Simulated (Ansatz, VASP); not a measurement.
# One calculation of GaP, two programs

```
Ga P
1.0
     3.21569    0.00000    0.00000
     0.00000    3.21569    0.00000
     0.00000    0.00000    3.21569
Ga P
1 1
Cartesian
  1.6078 1.6078 1.6078
  0.0000 0.0000 0.0000
```

Alike in both runs: functional PBE; k mesh 18 × 18 × 18; occupations gaussian, width 0.1 eV; no spin polarisation.

Ansatz relaxed the structure, and its values are those at the end. VASP's run is a single point on that final structure, the one shown.

```csv
,VASP,Ansatz
version,VASP 6.6.1,Ansatz 0.2.0
potentials or method,"VASP PAW PBE potentials, release 64 (Ga_d, P), cutoff 520 eV","scalar-relativistic, plane waves, PAW"
valence electrons in the cell,18,18
```

Ansatz gave:

| Item | Value |
| --- | --- |
| gap on the k mesh at the Fermi level (eV) | none |
| pressure (GPa) | 0.0 |

**Question.** Estimate VASP's values.

**Answer.** gap on the k mesh at the Fermi level (eV): none; pressure (GPa): 0.1.

A gap of «none» marks a metal or a gap that the smearing closes.
